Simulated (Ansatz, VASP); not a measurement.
**One calculation of CaS, two programs**

The input INCAR:

```
SYSTEM = CaS
  PREC = Accurate
  ENCUT = 500
  EDIFF = 1E-6
  ISMEAR = 0
  SIGMA = 0.1
  LREAL = .FALSE.
  LASPH = .TRUE.
  NELM = 120
  ALGO = Normal
  ISIF = 2
  LWAVE = .FALSE.
  LCHARG = .TRUE.
  GGA = PE
  LELF = .TRUE.
  LVHAR = .TRUE.
  NBANDS = 15
  GGA_COMPAT = .FALSE.
```

The input KPOINTS:

```
regular mesh
0
G
  6 6 6
  0 0 0
```

POSCAR

```
CaS
1.0
    0.0000000000      2.8429999400      2.8429999400
    2.8429999400      0.0000000000      2.8429999400
    2.8429999400      2.8429999400      0.0000000000
Ca S
1 1
Direct
    0.0000000000      0.0000000000      0.0000000000
    0.5000000000      0.5000000000      0.5000000000
```

Input for Ansatz:

```yaml
crystal:
  lattice:
    - [0.0, 2.84299994, 2.84299994]
    - [2.84299994, 0.0, 2.84299994]
    - [2.84299994, 2.84299994, 0.0]
  atoms:
    - { symbol: Ca, position: [0.0, 0.0, 0.0] }
    - { symbol: S, position: [0.5, 0.5, 0.5] }
basis:
  ecutwfc: 420
kpoints:
  mp_grid: { grid: [6, 6, 6] }
hamiltonian:
  xc: pbe
scf:
  occupations: { method: gaussian, width: 0.1 }
  lower_state_search: "off"
output:
  forces: true
  stress: true
  eigenvalues: true
```

Alike in both runs: task single point; functional PBE; k mesh 6 × 6 × 6; occupations gaussian, width 0.1 eV; no spin polarisation.

|  | VASP | Ansatz |
| --- | --- | --- |
| version | VASP 6.6.1 | Ansatz 0.2.0 |
| potentials or method | VASP PAW PBE potentials, release 64 (Ca_sv, S), cutoff 500 eV | scalar-relativistic, plane waves, PAW |
| valence electrons in the cell | 16 | 16 |

Ansatz gave:

| Item | Value |
| --- | --- |
| gap on the k mesh at the Fermi level (eV) | 2.35 |
| least direct gap on the mesh (eV) | 3.16 |
| pressure (GPa) | 0.8 |

**Question.** Which values does VASP return?

**Answer.** gap on the k mesh at the Fermi level (eV): 2.35; least direct gap on the mesh (eV): 3.16; pressure (GPa): 1.0.
